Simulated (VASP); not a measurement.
# SrTiO3 (Pm-3m) in VASP: single point with PBE

Aim: the single point of SrTiO3 with PBE.

Program: VASP 6.6.1. These are calculated values, not measurements. Logs are shortened: lines on timing, memory, paths and dates and some standing lists are left out, and cuts for length are marked.

## (1) The cell of the first run

It takes space group Pm-3m (No. 221, cubic). The conventional cell has a = 3.907 Å, b = 3.907 Å, c = 3.907 Å, α = 90.00°, β = 90.00°, γ = 90.00°. Sr (site symmetry m-3m) has 12 O at 2.76 Å and 8 Ti at 3.38 Å within 3.6 Å. Within 2.6 Å of Ti (site symmetry m-3m) lie 6 O at 1.95 Å. O (site symmetry 4/mmm) has 2 Ti at 1.95 Å within 2.6 Å.

## (2) Single point, PBE, non-collinear spin, zero start, spin-orbit coupling

INCAR reads:

```
SYSTEM = SrTiO3
PREC = Accurate
ENCUT = 520
EDIFF = 1E-6
ISMEAR = 0
SIGMA = 0.01
LREAL = .FALSE.
LASPH = .TRUE.
NELM = 150
ALGO = Normal
ISIF = 2
LWAVE = .FALSE.
LCHARG = .FALSE.
MAGMOM = 0 0 0 0 0 0 0 0 0 0 0 0 0 0 0
LORBIT = 11
LSORBIT = .TRUE.
GGA_COMPAT = .FALSE.
LORBMOM = .TRUE.
LMAXMIX = 4
GGA = PE
NBANDS = 55
```

KPOINTS reads:

```
regular mesh
0
G
  6 6 6
  0 0 0
```

POSCAR reads:

```
SrTiO3
1.0
    3.9068515009      0.0000000000      0.0000000000
    0.0000000000      3.9068515009      0.0000000000
    0.0000000000      0.0000000000      3.9068515009
Sr Ti O
1 1 3
Direct
    0.0000000000      0.0000000000      0.0000000000
    0.5000000000      0.5000000000      0.5000000000
    0.5000000000      0.0000000000      0.5000000000
    0.5000000000      0.5000000000      0.0000000000
    0.0000000000      0.5000000000      0.5000000000
```

Potentials or basis: VASP PAW PBE potentials, release 64 (Sr_sv, Ti_sv, O).

Run with:

```console
cat potpaw_PBE.64/Sr_sv/POTCAR potpaw_PBE.64/Ti_sv/POTCAR potpaw_PBE.64/O/POTCAR > POTCAR
mpirun -np 1 vasp_ncl > vasp.out
```

OUTCAR:

```text
SYSTEM = SrTiO3
   PREC = Accurate
   ENCUT = 520
   EDIFF = 1E-6
   ISMEAR = 0
   LREAL = .FALSE.
   LASPH = .TRUE.
   NELM = 150
   ISIF = 2
   LORBIT = 11
   LSORBIT = .TRUE.
   GGA = PE

 ion  position               nearest neighbor table
   1  0.000  0.000  0.000-   3 2.76   4 2.76   5 2.76   3 2.76   5 2.76   4 2.76   5 2.76   5 2.76
                             3 2.76   4 2.76   3 2.76   4 2.76   2 3.38   2 3.38   2 3.38   2 3.38
   2  0.500  0.500  0.500-   3 1.95   4 1.95   5 1.95   4 1.95   3 1.95   5 1.95   1 3.38   1 3.38
                             1 3.38   1 3.38   1 3.38   1 3.38   1 3.38   1 3.38
   3  0.500  0.000  0.500-   2 1.95   2 1.95   1 2.76   1 2.76   1 2.76   1 2.76
   4  0.500  0.500  0.000-   2 1.95   2 1.95   1 2.76   1 2.76   1 2.76   1 2.76
   5  0.000  0.500  0.500-   2 1.95   2 1.95   1 2.76   1 2.76   1 2.76   1 2.76

  LATTYP: Found a simple cubic cell.
 ALAT       =     3.9068515009

  Lattice vectors:

 A1 = (   3.9068515009,   0.0000000000,   0.0000000000)
 A2 = (   0.0000000000,   3.9068515009,   0.0000000000)
 A3 = (   0.0000000000,   0.0000000000,   3.9068515009)

Analysis of symmetry for initial positions (statically):
=====================================================================
 Subroutine PRICEL returns:
 Original cell was already a primitive cell.

 Routine SETGRP: Setting up the symmetry group for a
 simple cubic supercell.

 Subroutine GETGRP returns: Found 48 space group operations
 (whereof 48 operations were pure point group operations)
 out of a pool of 48 trial point group operations.

The static configuration has the point symmetry O_h .

Analysis of symmetry for dynamics (positions and initial velocities):
=====================================================================
 Subroutine PRICEL returns:
 Original cell was already a primitive cell.

 Routine SETGRP: Setting up the symmetry group for a
 simple cubic supercell.

 Subroutine GETGRP returns: Found 48 space group operations
 (whereof 48 operations were pure point group operations)
 out of a pool of 48 trial point group operations.

The dynamic configuration has the point symmetry O_h .

Analysis of structural, dynamic, and magnetic symmetry:
=====================================================================
 Subroutine PRICEL returns:
 Original cell was already a primitive cell.

 Routine SETGRP: Setting up the symmetry group for a
 simple cubic supercell.

 Subroutine GETGRP returns: Found 48 space group operations
 (whereof 48 operations were pure point group operations)
 out of a pool of 48 trial point group operations.

[... 1292 lines left out ...]
  free  energy   TOTEN  =       -40.1704577537 eV

  energy  without entropy=      -40.1704577537  energy(sigma->0) =      -40.17045775

 orbital moment (x)

 # of ion     p       d       tot
 ----------------------------------------
  1         0.000   0.000   0.000
  2        -0.000   0.000   0.000
  3         0.000   0.000   0.000
  4        -0.000   0.000  -0.000
  5         0.000   0.000   0.000
 ----------------------------------------
           -0.000   0.000   0.000

 orbital moment (y)

 # of ion     p       d       tot
 ----------------------------------------
  1         0.000  -0.000  -0.000
  2         0.000   0.000   0.000
  3         0.000   0.000   0.000
  4        -0.000   0.000  -0.000
  5         0.000   0.000   0.000
 ----------------------------------------
            0.000   0.000   0.000

 orbital moment (z)

 # of ion     p       d       tot
 ----------------------------------------
  1         0.000   0.000   0.000
  2         0.000   0.000   0.000
  3         0.000   0.000   0.000
  4        -0.000   0.000  -0.000
  5         0.000   0.000   0.000
 ----------------------------------------
            0.000   0.000   0.000

 Spin-Orbit-Coupling matrix elements

 Ion:    1  E_soc:     -0.1742498
 l=   1
     0.0000000    -0.0290223    -0.0290223
    -0.0290223     0.0000000    -0.0290223
    -0.0290223    -0.0290223     0.0000000
 l=   2
     0.0000000    -0.0000044     0.0000000    -0.0000044    -0.0000150
    -0.0000044     0.0000000    -0.0000112    -0.0000044    -0.0000037
     0.0000000    -0.0000112     0.0000000    -0.0000112     0.0000000
    -0.0000044    -0.0000044    -0.0000112     0.0000000    -0.0000037
    -0.0000150    -0.0000037     0.0000000    -0.0000037     0.0000000
 l=   3
     0.0000000     0.0000000     0.0000000     0.0000000     0.0000000     0.0000000     0.0000000
     0.0000000     0.0000000     0.0000000     0.0000000     0.0000000     0.0000000     0.0000000
     0.0000000     0.0000000     0.0000000     0.0000000     0.0000000     0.0000000     0.0000000
     0.0000000     0.0000000     0.0000000     0.0000000     0.0000000     0.0000000     0.0000000
[... 69 lines left out ...]
 l=   2
     0.0000000     0.0000000     0.0000000     0.0000000     0.0000000
     0.0000000     0.0000000     0.0000000     0.0000000     0.0000000
     0.0000000     0.0000000     0.0000000     0.0000000     0.0000000
     0.0000000     0.0000000     0.0000000     0.0000000     0.0000000
     0.0000000     0.0000000     0.0000000     0.0000000     0.0000000
 l=   3
     0.0000000     0.0000000     0.0000000     0.0000000     0.0000000     0.0000000     0.0000000
     0.0000000     0.0000000     0.0000000     0.0000000     0.0000000     0.0000000     0.0000000
     0.0000000     0.0000000     0.0000000     0.0000000     0.0000000     0.0000000     0.0000000
     0.0000000     0.0000000     0.0000000     0.0000000     0.0000000     0.0000000     0.0000000
     0.0000000     0.0000000     0.0000000     0.0000000     0.0000000     0.0000000     0.0000000
     0.0000000     0.0000000     0.0000000     0.0000000     0.0000000     0.0000000     0.0000000
     0.0000000     0.0000000     0.0000000     0.0000000     0.0000000     0.0000000     0.0000000

 total charge

# of ion       s       p       d       tot
------------------------------------------
    1        1.998   5.816   0.201   8.016
    2        2.231   6.320   1.759  10.309
    3        1.565   3.493   0.000   5.057
    4        1.565   3.493   0.000   5.057
    5        1.565   3.493   0.000   5.057
--------------------------------------------------
tot          8.923  22.615   1.960  33.498

 magnetization (x)

# of ion       s       p       d       tot
------------------------------------------
    1        0.000   0.000   0.000   0.000
    2       -0.000   0.000  -0.000  -0.000
    3        0.000   0.000   0.000   0.000
    4       -0.000  -0.000   0.000  -0.000
    5        0.000  -0.000   0.000  -0.000
--------------------------------------------------
tot          0.000  -0.000   0.000  -0.000

 magnetization (y)

# of ion       s       p       d       tot
------------------------------------------
    1        0.000   0.000   0.000   0.000
    2        0.000   0.000  -0.000   0.000
    3       -0.000   0.000   0.000  -0.000
    4       -0.000   0.000   0.000   0.000
    5        0.000   0.000   0.000   0.000
--------------------------------------------------
tot          0.000   0.000   0.000   0.000

 magnetization (z)

# of ion       s       p       d       tot
------------------------------------------
    1        0.000   0.000  -0.000   0.000
    2        0.000   0.000  -0.000   0.000
    3        0.000  -0.000   0.000  -0.000
    4       -0.000   0.000   0.000  -0.000
    5       -0.000  -0.000   0.000  -0.000
--------------------------------------------------
tot          0.000  -0.000  -0.000   0.000
```

Wall time 4.5 min (1 thread of Intel Xeon 8259CL, shared host); peak memory 0.33 GiB.

Results:

| Quantity | Value |
| --- | --- |
| Free energy | -40.1705 eV |
| Pressure | 4.7 GPa |
| Net moment | 0.00 μB per cell |
| Valence electrons inside the program's atomic spheres | Sr 8.02; Ti 10.31; O 5.06 |

Moments on the atoms (μB; x, y, z):
```
Sr  0.00 0.00 0.00
Ti  0.00 0.00 0.00
O   0.00 0.00 0.00
O   0.00 0.00 0.00
O   0.00 0.00 0.00
```

Caveat: the cell stands under pressure.
